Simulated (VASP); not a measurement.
Set up this calculation in VASP 6.6.1, as the native input.

| Property | Result |
| --- | --- |
| Task | single point |
| Functional | r2SCAN |
| Potentials or basis | VASP PAW PBE potentials, release 64 (Cu) |
| Cutoff | 520 eV |
| k mesh | 12 × 12 × 7 |
| Occupations | fermi-dirac, width 0.05 eV |
| Spin | no spin polarisation |
| Dipole correction | no |
| Further INCAR settings | ALGO = Normal; EDIFF = 1e-06; NBANDS = 18 |

The system is Cu.

```
Cu
1.0
     2.56744    0.00000    0.00000
    -1.28372    2.22347    0.00000
     0.00000    0.00000    4.16669
Cu
2
Direct
  0.66667 0.33333 0.75000
  0.33333 0.66667 0.25000
```

One way to write it, as run:

POSCAR

```
Cu
1.0
    2.5674438712      0.0000000000      0.0000000000
   -1.2837219356      2.2234716153      0.0000000000
    0.0000000000      0.0000000000      4.1666899825
Cu
2
Direct
    0.6666666667      0.3333333333      0.7500000000
    0.3333333333      0.6666666667      0.2500000000
```

INCAR.step1

```
SYSTEM = Cu
PREC     = Accurate       ! precision mode
ENCUT    = 520            ! plane-wave cutoff, eV
ISMEAR   = -1             ! smearing method
SIGMA    = 0.05           ! smearing width, eV
LREAL    = .FALSE.        ! projectors in reciprocal space
LASPH    = .TRUE.         ! aspherical terms in the spheres
NELM     = 80             ! most SCF steps
NBANDS   = 18             ! bands
GGA      = PE             ! functional
ALGO     = Normal         ! electronic algorithm
EDIFF    = 1E-4           ! SCF threshold, eV
LWAVE    = .TRUE.         ! write WAVECAR
LCHARG   = .FALSE.        ! write CHGCAR
```

INCAR.step2

```
SYSTEM = Cu
PREC     = Accurate       ! precision mode
ENCUT    = 520            ! plane-wave cutoff, eV
EDIFF    = 1E-6           ! SCF threshold, eV
ISMEAR   = -1             ! smearing method
SIGMA    = 0.05           ! smearing width, eV
LREAL    = .FALSE.        ! projectors in reciprocal space
LASPH    = .TRUE.         ! aspherical terms in the spheres
NELM     = 80             ! most SCF steps
ALGO     = Normal         ! electronic algorithm
ISIF     = 2              ! what is computed and relaxed
LWAVE    = .FALSE.        ! write WAVECAR
LCHARG   = .FALSE.        ! write CHGCAR
METAGGA  = R2SCAN         ! meta-GGA
LMIXTAU  = .TRUE.       
NBANDS   = 18             ! bands
ISTART   = 1
```

KPOINTS

```
Automatic mesh
0
G
  12 12 7
  0 0 0
```

Potentials or basis: VASP PAW PBE potentials, release 64 (Cu).

Command:

```console
$ cat potpaw_PBE.64/Cu/POTCAR > POTCAR
$ cp INCAR.step1 INCAR
$ mpirun -np 1 vasp_std > vasp.out
$ cp INCAR.step2 INCAR
$ mpirun -np 1 vasp_std > vasp.out
```

Results of the run:

```json
{
 "Pressure": "-4.7 GPa",
 "Band gap on the k mesh": "zero (band 11 reaches 11.42 eV, above the bottom of band 12 at 5.34 eV)"
}
```

Caveat: the PAW data sets were made with another functional, which shifts forces and pressure a little.

Run time: 48 s on 1 thread of Intel(R) Xeon(R) 6975P-C (Granite Rapids), with other jobs on the host, peak memory 0.15 GiB.
